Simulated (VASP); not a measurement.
Here is a VASP 6.6.1 calculation.

INCAR

```
PREC     = Accurate       # precision mode
ENCUT    = 520            # plane-wave cutoff, eV
EDIFF    = 1E-6           # SCF threshold, eV
ISMEAR   = 0              # smearing method
SIGMA    = 0.05           # smearing width, eV
LREAL    = F              # projectors in reciprocal space
LASPH    = T              # aspherical terms in the spheres
NELM     = 150            # most SCF steps
ALGO     = Normal         # electronic algorithm
ISIF     = 2              # what is computed and relaxed
LWAVE    = F              # write WAVECAR
LCHARG   = T              # write CHGCAR
ISPIN    = 2              # spin polarisation
MAGMOM   = 0 0 0 0 1      # initial moments
LORBIT   = 11             # projections on sites
LMAXMIX  = 4              # l up to which the mixer works
LDIPOL   = T            
IDIPOL   = 3            
DIPOL    = 0.5 0.5 0.303
GGA      = PE             # functional
IVDW     = 12             # dispersion correction
LELF     = T              # ELF
LVHAR    = T            
LVACPOTAV= T            
NBANDS   = 38             # bands
```

File KPOINTS:

```
regular mesh
0
Gamma
  7 7 1
```

The input POSCAR:

```
CuSn2O2
1.0
    3.8201708766      0.0000000000      0.0000000000
    0.0000000000      3.8201708766      0.0000000000
    0.0000000000      0.0000000000     19.3630360333
Sn O Cu
2 2 1
Direct
    0.5000000000      0.0000000000      0.2065791745
    0.0000000000      0.5000000000      0.3286176828
    0.0000000000      0.0000000000      0.2675984287
    0.5000000000      0.5000000000      0.2675984287
    0.1250000000      0.6250000000      0.4422362288
```

Potentials or basis: VASP PAW PBE potentials, release 64 (Sn_d, O, Cu).

Command:

```bash
$ cat potpaw_PBE.64/Sn_d/POTCAR potpaw_PBE.64/O/POTCAR potpaw_PBE.64/Cu/POTCAR > POTCAR
$ mpirun -np 1 vasp_std > vasp.out
```

Estimate the site moments.

Sn +0.00, +0.04; O +0.02; Cu +0.06 μB.

Predict the largest force.

2.037 eV/Å.

What does it give for the net moment?

0.35 μB per cell.

Forces on the atoms (eV/Å):
```
Sn   0.010  0.010 -0.034
Sn  -0.363 -0.363 -1.971
O   -0.010 -0.022  0.170
O   -0.022 -0.010  0.170
Cu   0.386  0.386  1.665
```
